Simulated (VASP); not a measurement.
# GaN in VASP: a series of runs

The runs below take GaN through single point, with PBE.

All numbers are computed with VASP 6.6.1; they aren't measurements. Logs are shortened: lines on timing, memory, paths and dates and some standing lists are left out, and cuts for length are marked.

## Step 1: The cell of the first run

The cell holds a slab with vacuum, 6 atoms: a = 3.216 Å, b = 4.548 Å, c = 19.216 Å, α = 90.00°, β = 90.00°, γ = 90.00°.

## Step 2: Single point, PBE

The input, INCAR:

```
PREC = Accurate
ENCUT = 520
EDIFF = 1E-6
ISMEAR = -1
SIGMA = 0.02
LREAL = False
LASPH = True
NELM = 80
ALGO = Normal
ISIF = 2
LWAVE = False
LCHARG = False
LDIPOL = True
IDIPOL = 3
DIPOL = 0.5 0.5 0.500
GGA = PE
NBANDS = 36
```

The input, KPOINTS:

```
Automatic mesh
0
Gamma
  8 6 1
```

The input, POSCAR:

```
GaN
1.0
    3.2162655419      0.0000000000      0.0000000000
    0.0000000000      4.5484863495      0.0000000000
    0.0000000000      0.0000000000     19.2163000000
Ga N
3 3
Direct
    0.2500000000      0.1250000000      0.4163141307
    0.7500000000      0.6250000000      0.5000000000
    0.2500000000      0.1250000000      0.5836858693
    0.7500000000      0.8750000000      0.4163141307
    0.2500000000      0.3750000000      0.5000000000
    0.7500000000      0.8750000000      0.5836858693
```

Potentials or basis: VASP PAW PBE potentials, release 64 (Ga_d, N).

Run with:

```sh
$ cat potpaw_PBE.64/Ga_d/POTCAR potpaw_PBE.64/N/POTCAR > POTCAR
$ mpirun -np 1 vasp_std > vasp.out
```

OUTCAR:

```text
PREC = Accurate
   ENCUT = 520
   EDIFF = 1E-6
   ISMEAR = -1
   LREAL = False
   LASPH = True
   NELM = 80
   ISIF = 2
   GGA = PE

 ion  position               nearest neighbor table
   1  0.250  0.125  0.416-   5 1.97   4 1.97   4 1.97
   2  0.750  0.625  0.500-   4 1.97   6 1.97   5 1.97   5 1.97
   3  0.250  0.125  0.584-   5 1.97   6 1.97   6 1.97
   4  0.750  0.875  0.416-   2 1.97   1 1.97   1 1.97
   5  0.250  0.375  0.500-   1 1.97   3 1.97   2 1.97   2 1.97
   6  0.750  0.875  0.584-   2 1.97   3 1.97   3 1.97

  LATTYP: Found a simple orthorhombic cell.
 ALAT       =     3.2162655419
 B/A-ratio  =     1.4142135624
 C/A-ratio  =     5.9747243347

  Lattice vectors:

 A1 = (   3.2162655419,   0.0000000000,   0.0000000000)
 A2 = (   0.0000000000,   4.5484863495,   0.0000000000)
 A3 = (   0.0000000000,   0.0000000000,  19.2163000000)

Analysis of symmetry for initial positions (statically):
=====================================================================
 Subroutine PRICEL returns:
 Original cell was already a primitive cell.

 Routine SETGRP: Setting up the symmetry group for a
 simple orthorhombic supercell.

 Subroutine GETGRP returns: Found  4 space group operations
 (whereof  2 operations were pure point group operations)
 out of a pool of  8 trial point group operations.

The static configuration has the point symmetry C_1h.
 The point group associated with its full space group is C_2v.

Analysis of symmetry for dynamics (positions and initial velocities):
=====================================================================
 Subroutine PRICEL returns:
 Original cell was already a primitive cell.

 Routine SETGRP: Setting up the symmetry group for a
 simple orthorhombic supercell.

 Subroutine GETGRP returns: Found  4 space group operations
 (whereof  2 operations were pure point group operations)
 out of a pool of  8 trial point group operations.

The dynamic configuration has the point symmetry C_1h.
 The point group associated with its full space group is C_2v.

 Subroutine INISYM returns: Found  4 space group operations
 (whereof  2 operations are pure point group operations),
 and found     1 'primitive' translations

----------------------------------------------------------------------------------------

                                     Primitive cell

  volume of cell :     281.1179

  direct lattice vectors                    reciprocal lattice vectors
     3.216265542  0.000000000  0.000000000     0.310919601  0.000000000  0.000000000
     0.000000000  4.548486350  0.000000000     0.000000000  0.219853358  0.000000000
     0.000000000  0.000000000 19.216300000     0.000000000  0.000000000  0.052039154

  length of vectors
     3.216265542  4.548486350 19.216300000     0.310919601  0.219853358  0.052039154

  position of ions in fractional coordinates (direct lattice)
     0.250000000  0.125000000  0.416314131
     0.750000000  0.625000000  0.500000000
     0.250000000  0.125000000  0.583685869
     0.750000000  0.875000000  0.416314131
     0.250000000  0.375000000  0.500000000
     0.750000000  0.875000000  0.583685869

  ion indices of the primitive-cell ions
   primitive index   ion index
                 1           1
                 2           2
                 3           3
                 4           4
                 5           5
                 6           6

----------------------------------------------------------------------------------------

 KPOINTS: Automatic mesh

Automatic generation of k-mesh.
 Grid dimensions read from file:
 generate k-points for:    8    6    1

 Generating k-lattice:

  Cartesian coordinates                     Fractional coordinates (reciprocal lattice)
     0.038864950  0.000000000  0.000000000     0.125000000  0.000000000  0.000000000
     0.000000000  0.036642226  0.000000000     0.000000000  0.166666667  0.000000000
     0.000000000  0.000000000  0.052039154     0.000000000  0.000000000  1.000000000

  Length of vectors
     0.038864950  0.036642226  0.052039154

  Shift w.r.t. Gamma in fractional coordinates (k-lattice)
     0.000000000  0.000000000  0.000000000

 Subroutine IBZKPT returns following result:
 ===========================================

 Found     20 irreducible k-points:

 Following reciprocal coordinates:
            Coordinates               Weight
  0.000000  0.000000  0.000000      1.000000
  0.125000  0.000000  0.000000      2.000000
  0.250000  0.000000  0.000000      2.000000
  0.375000  0.000000  0.000000      2.000000
  0.500000  0.000000  0.000000      1.000000
  0.000000  0.166667  0.000000      2.000000
[... 12 lines left out ...]
  0.375000  0.500000  0.000000      2.000000
  0.500000  0.500000  0.000000      1.000000
   k-points           NKPTS =     20   k-points in BZ     NKDIM =     20   number of bands    NBANDS=     36
   number of dos      NEDOS =    301   number of ions     NIONS =      6
   total plane-waves  NPLWV = 124416
   dimension x,y,z NGX =    24 NGY =   36 NGZ =  144
   dimension x,y,z NGXF=    48 NGYF=   72 NGZF=  288
   ions per type =               3   3
   NGX,Y,Z   is equivalent  to a cutoff of  12.41, 13.16, 12.46 a.u.
   NGXF,Y,Z  is equivalent  to a cutoff of  24.81, 26.32, 24.92 a.u.
 SYSTEM =  unknown system
   PREC   = accura    normal or accurate (medium, high low for compatibility)
   ISTART =      0    job   : 0-new  1-cont  2-samecut
   ICHARG =      2    charge: 1-file 2-atom 10-const
   ISPIN  =      1    spin polarized calculation?
   LNONCOLLINEAR =      F non collinear calculations
   LSORBIT =      F    spin-orbit coupling
   LASPH  =      T    aspherical Exc in radial PAW
   ENCUT  =  520.0 eV  38.22 Ry    6.18 a.u.   5.98  8.46 35.73*2*pi/ulx,y,z
   NELM   =     80;   NELMIN=  2; NELMDL= -5     # of ELM steps
   EDIFF  = 0.1E-05   stopping-criterion for ELM
   LREAL  =      F    real-space projection
[... 7 lines left out ...]
   TEBEG  =    0.0;   TEEND  =   0.0 temperature during run
   PSTRESS=    0.0 pullay stress
   NELECT =      54.0000    total number of electrons
   NUPDOWN=      -1.0000    fix difference up-down
   EMIN   =  10.00;   EMAX   =-10.00  energy-range for DOS
   EFERMI =   0.00;   METHOD = LEGACY
   ISMEAR =    -1;   SIGMA  =   0.02  broadening in eV -4-tet -1-fermi 0-gaus
   EFERMI_NEDOS =   21; number of points for ismear=-14 and -15
   IALGO  =     38    algorithm
   IMIX   =      4    mixing-type and parameters
     AMIX     =   0.40;   BMIX     =  1.00
     AMIX_MAG =   1.60;   BMIX_MAG =  1.00
  volume/ion in A,a.u.               =      46.85       316.18
  Fermi-wavevector in a.u.,A,eV,Ry     =   0.944590  1.785016 12.139796  0.892250
  Thomas-Fermi vector in A             =   2.072409
   LORBIT       =      0    0 simple, 1 ext, 2 COOP (PROOUT), +10 PAW based schemes
   GGA     = PE    functional components
   LHFCALC =     F    Hartree Fock is set to
   AEXX    =    0.0000 exact exchange contribution
   IVDW    =     0    specifies the selected vdW correction
   LEPSILON=     F    determine dielectric tensor
   LRPA    =     F    only Hartree local field effects (RPA)
 non-spin polarized calculation
  energy-cutoff  :      520.00
  volume of cell :      281.12
 maximum number of plane-waves:      7632
 NGX is ok and might be reduce to    24
   NGX = 11   NGY = 17   NGZ = 71

 number of electron      54.0000037 magnetization

 dipolmoment           0.000000      0.000000      0.000000 electrons x Angstroem

 Free energy of the ion-electron system (eV)
  ---------------------------------------------------
  ext. energy  EPLUGINS =         0.00000000
  ---------------------------------------------------
  free energy    TOTEN  =       -32.37485092 eV

  energy without entropy =      -32.37300078  energy(sigma->0) =      -32.37392585

 E-fermi :  -2.2442     XC(G=0):  -3.7982

 val. band max:       -2.2893188330   @ k =   0.5000   0.5000   0.0000
 cond. band min:      -2.2369660246   @ k =   0.0000   0.0000   0.0000
 fundamental gap:      0.0523528084
 Fermi energy:        -2.2441731007

 k-point     1 :       0.0000    0.0000    0.0000
  band No.  band energies     occupation
      1     -18.1884      2.00000
      2     -17.2729      2.00000
      3     -17.2157      2.00000
      4     -16.6216      2.00000
      5     -16.5510      2.00000
      6     -16.5380      2.00000
[... 28 lines left out ...]
     35       4.3305      0.00000
     36       4.5208      0.00000

 k-point     2 :       0.1250    0.0000    0.0000
  band No.  band energies     occupation
      1     -18.1343      2.00000
      2     -17.2540      2.00000
      3     -17.2057      2.00000
      4     -16.6191      2.00000
      5     -16.5831      2.00000
      6     -16.5399      2.00000
[... 28 lines left out ...]
     35       4.5618      0.00000
     36       4.8924      0.00000

 k-point     3 :       0.2500    0.0000    0.0000
  band No.  band energies     occupation
      1     -18.0191      2.00000
      2     -17.2262      2.00000
      3     -17.2001      2.00000
      4     -16.6072      2.00000
      5     -16.6061      2.00000
      6     -16.5384      2.00000
[... 28 lines left out ...]
     35       4.4232      0.00000
     36       4.9142      0.00000
[... 586 lines left out ...]
 k-point    19 :       0.3750    0.5000    0.0000
  band No.  band energies     occupation
      1     -17.9246      2.00000
      2     -17.2408      2.00000
      3     -17.2104      2.00000
      4     -16.6047      2.00000
      5     -16.5952      2.00000
      6     -16.5246      2.00000
[... 28 lines left out ...]
     35       5.4393      0.00000
     36       5.6614      0.00000

 k-point    20 :       0.5000    0.5000    0.0000
  band No.  band energies     occupation
      1     -17.9027      2.00000
      2     -17.2551      2.00000
      3     -17.2177      2.00000
      4     -16.5992      2.00000
      5     -16.5937      2.00000
      6     -16.5182      2.00000
[... 28 lines left out ...]
     35       5.4693      0.00000
     36       5.9203      0.00000

------------------------ aborting loop because EDIFF is reached ----------------------------------------

 vacuum level on the upper side and lower side of the slab       (xc-potential included)        -0.088        -0.088

  FORCE on cell =-STRESS in cart. coord.  units (eV):
  Direction    XX          YY          ZZ          XY          YZ          ZX
  --------------------------------------------------------------------------------------
  -------------------------------------------------------------------------------------
  Total       -3.5639846     -5.9261984     -0.4361429      0.0000000      0.0000000      0.0000000
  in kB      -20.3122411    -33.7752212     -2.4857121      0.0000000      0.0000000      0.0000000
  external PRESSURE =     -18.8577248 kB  Pullay stress =       0.0000000 kB

 VOLUME and BASIS-vectors are now :
 -----------------------------------------------------------------------------
  energy-cutoff  :      520.00
  volume of cell :      281.12
      direct lattice vectors                 reciprocal lattice vectors
     3.216265542  0.000000000  0.000000000     0.310919601  0.000000000  0.000000000
     0.000000000  4.548486350  0.000000000     0.000000000  0.219853358  0.000000000
     0.000000000  0.000000000 19.216300000     0.000000000  0.000000000  0.052039154

 POSITION                                       TOTAL-FORCE (eV/Angst)
 -----------------------------------------------------------------------------------
      0.80407      0.56856      8.00002         0.000000     -2.535560      1.124063
      2.41220      2.84280      9.60815        -0.000000      0.813788      0.000000
      0.80407      0.56856     11.21628        -0.000000     -2.535560     -1.124063
      2.41220      3.97993      8.00002        -0.000000      1.609443     -1.000195
      0.80407      1.70568      9.60815        -0.000000      1.038447      0.000000
      2.41220      3.97993     11.21628         0.000000      1.609443      1.000195
 -----------------------------------------------------------------------------------
    total drift:                                0.000000      0.000043      0.000000

  FREE ENERGIE OF THE ION-ELECTRON SYSTEM (eV)
  ---------------------------------------------------
  free  energy   TOTEN  =       -32.3748509211 eV

  energy  without entropy=      -32.3730007801  energy(sigma->0) =      -32.37392585

 vacuum level on the upper side and lower side of the slab         2.525         2.525
```

It took 2.9 min on 1 thread of Intel Xeon 6975P-C (Granite Rapids), shared host; peak memory 0.43 GiB.

Results:

```yaml
Free_energy: -32.3749 eV
Largest_force: 2.774 eV/Å
Band_gap_on_the_k_mesh: 0.05 eV (least direct gap 0.50 eV)
```

Forces on the atoms (eV/Å):
```
Ga   0.000 -2.536  1.124
Ga   0.000  0.814  0.000
Ga   0.000 -2.536 -1.124
N    0.000  1.609 -1.000
N    0.000  1.038  0.000
N    0.000  1.609  1.000
```

## Step 3: Single point, PBE

The input, INCAR:

```
PREC     = Accurate       # precision mode
ENCUT    = 520            # plane-wave cutoff, eV
EDIFF    = 1E-6           # SCF threshold, eV
ISMEAR   = -1             # smearing method
SIGMA    = 0.02           # smearing width, eV
LREAL    = F              # projectors in reciprocal space
LASPH    = T              # aspherical terms in the spheres
NELM     = 100            # most SCF steps
ALGO     = Normal         # electronic algorithm
ISIF     = 2              # what is computed and relaxed
LWAVE    = F              # write WAVECAR
LCHARG   = F              # write CHGCAR
LDIPOL   = T            
IDIPOL   = 3            
DIPOL    = 0.5 0.5 0.500
GGA      = PE             # functional
NBANDS   = 36             # bands
```

The input, KPOINTS:

```
regular mesh
0
Gamma
  8 6 1
```

The input, POSCAR:

```
GaN
1.0
    3.2162655419      0.0000000000      0.0000000000
    0.0000000000      4.5484863495      0.0000000000
    0.0000000000      0.0000000000     19.2163000000
Ga N
3 3
Direct
    0.2500000000      0.0920581457      0.4247539957
    0.7500000000      0.6391989283      0.4999999908
    0.2500000000      0.0920583174      0.5752459508
    0.7500000000      0.8905171438      0.4138300360
    0.2500000000      0.3956501687      0.4999999968
    0.7500000000      0.8905172962      0.5861700298
```

Potentials or basis: VASP PAW PBE potentials, release 64 (Ga_d, N).

Run with:

```sh
$ cat potpaw_PBE.64/Ga_d/POTCAR potpaw_PBE.64/N/POTCAR > POTCAR
$ mpirun -np 1 vasp_std > vasp.out
```

Wall time 3.3 min (1 thread of Intel Xeon 6975P-C (Granite Rapids), shared host); peak memory 0.43 GiB.

It converged, with:

```
Free energy            : -33.2254 eV
Largest force          : 0.028 eV/Å
Band gap on the k mesh : 1.20 eV (least direct gap 1.69 eV)
```

Forces on the atoms (eV/Å):
```
Ga   0.000 -0.026 -0.011
Ga   0.000 -0.009  0.000
Ga   0.000 -0.026  0.011
N    0.000  0.025 -0.013
N    0.000  0.012  0.000
N    0.000  0.025  0.013
```

Levels at points of the mesh, in eV from the valence-band top:
| k point | band 23 | band 24 | band 25 | band 26 | band 27 | band 28 | band 29 | band 30 | band 31 | band 32 |
| --- | --- | --- | --- | --- | --- | --- | --- | --- | --- | --- |
| (0.00, 0.00, 0.00) | -2.48 | -1.23 | -0.54 | -0.53 | -0.49 | 1.20 | 3.25 | 3.70 | 5.12 | 5.62 |
| (0.50, 0.00, 0.00) | -2.55 | -2.23 | -1.81 | -1.02 | -0.03 | 1.93 | 3.88 | 4.40 | 5.01 | 6.16 |
| (0.00, 0.50, 0.00) | -1.46 | -1.39 | -1.19 | -0.84 | -0.01 | 2.89 | 3.18 | 4.20 | 4.92 | 5.57 |
| (0.50, 0.50, 0.00) | -2.51 | -2.39 | -2.25 | -0.78 | 0.00 | 2.20 | 4.02 | 5.23 | 5.82 | 7.34 |

## Step 4: Single point, PBE

The input, INCAR:

```
SYSTEM = GaN
PREC = Accurate
ENCUT = 520
EDIFF = 1E-6
ISMEAR = -1
SIGMA = 0.02
LREAL = .FALSE.
LASPH = .TRUE.
NELM = 100
ALGO = Normal
ISIF = 2
LWAVE = .FALSE.
LCHARG = .TRUE.
GGA = PE
LELF = .TRUE.
LVHAR = .TRUE.
NBANDS = 36
```

The input, KPOINTS:

```
regular mesh
0
G
  8 6 1
  0 0 0
```

POSCAR is that of step 3.

Run with:

```sh
$ cat potpaw_PBE.64/Ga_d/POTCAR potpaw_PBE.64/N/POTCAR > POTCAR
$ mpirun -np 1 vasp_std > vasp.out
```

Run time: 2.9 min. Hardware: 1 thread of Intel Xeon 6975P-C (Granite Rapids), shared host; peak memory 0.43 GiB.

The run converged. Its results:

* Free energy: -33.2254 eV
* Largest force: 0.028 eV/Å
* Band gap on the k mesh: 1.20 eV (least direct gap 1.69 eV)

Forces on the atoms (eV/Å):
```
Ga   0.000 -0.026 -0.011
Ga   0.000 -0.009  0.000
Ga   0.000 -0.026  0.011
N    0.000  0.025 -0.013
N    0.000  0.012  0.000
N    0.000  0.025  0.013
```

Levels at points of the mesh, in eV from the valence-band top:
| k point | band 24 | band 25 | band 26 | band 27 | band 28 | band 29 | band 30 | band 31 |
| --- | --- | --- | --- | --- | --- | --- | --- | --- |
| (0.00, 0.00, 0.00) | -1.23 | -0.54 | -0.53 | -0.49 | 1.20 | 3.25 | 3.70 | 5.12 |
| (0.50, 0.00, 0.00) | -2.23 | -1.81 | -1.02 | -0.03 | 1.93 | 3.88 | 4.40 | 5.01 |
| (0.00, 0.50, 0.00) | -1.39 | -1.19 | -0.84 | -0.01 | 2.89 | 3.18 | 4.20 | 4.92 |
| (0.50, 0.50, 0.00) | -2.39 | -2.25 | -0.78 | 0.00 | 2.20 | 4.02 | 5.23 | 5.82 |

## Step 5: The runs side by side

| cell | dipole correction | gap on the mesh (eV) | largest force (eV/Å) |
| --- | --- | --- | --- |
| as given, atomic positions A | yes | 0.05 | 2.77 |
| as given, atomic positions B | yes | 1.20 | 0.03 |
| as given, atomic positions B | no | 1.20 | 0.03 |

Alike in all rows: task single point; level PBE; potentials or basis VASP PAW PBE potentials, release 64 (Ga_d, N); no spin polarisation; k mesh 8 × 6 × 1; cutoff (eV) 520; smearing fermi-dirac 0.02 eV.

Absolute energies hang on the potentials; compare differences alone.
